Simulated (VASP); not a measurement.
Set up this calculation in VASP 6.6.1, as the native input.

* Task: single point
* Functional: PBE
* Potentials or basis: VASP PAW PBE potentials, release 64 (Al, Ru_pv)
* Cutoff: 520 eV
* k mesh: 16 × 16 × 16
* Occupations: gaussian, width 0.15 eV
* Spin: no spin polarisation
* Dipole correction: no
* Further INCAR settings: ALGO = Fast; EDIFF = 1e-06; NBANDS = 16

The structure of AlRu lies in POSCAR:

```
AlRu
1.0
    2.9916000000      0.0000000000      0.0224370000
    0.0000000000      2.9916000000      0.0000000000
    0.0224370000      0.0000000000      2.9916000000
Al Ru
1 1
Direct
    0.0000000000      0.0000000000      0.0000000000
    0.5000000000      0.5000000000      0.5000000000
```

This cell differs from its parent crystal: strain +0.0150 x Voigt [0, 0, 0, 0, 1, 0].

The input as run:

INCAR

```
  PREC = Accurate
  ENCUT = 520
  EDIFF = 1E-6
  ISMEAR = 0
  SIGMA = 0.15
  LREAL = False
  LASPH = True
  NELM = 80
  ALGO = Fast
  ISIF = 2
  LWAVE = False
  LCHARG = False
  GGA = PE
  NBANDS = 16
```

KPOINTS

```
Automatic mesh
0
Gamma
  16 16 16
```

Potentials or basis: VASP PAW PBE potentials, release 64 (Al, Ru_pv).

Run with:

```bash
$ cat potpaw_PBE.64/Al/POTCAR potpaw_PBE.64/Ru_pv/POTCAR > POTCAR
$ mpirun -np 1 vasp_std > vasp.out
```

Results of the run:

```json
{"Pressure": "2.7 GPa", "Band gap on the k mesh": "zero (an odd number of electrons rules out a gap without spin polarisation)"}
```

Caveat: the cell differs from its parent crystal (strain +0.0150 x Voigt [0, 0, 0, 0, 1, 0]).

It took 3.8 min on 1 thread of Intel Xeon 8259CL, on a shared host, peak memory 0.37 GiB.
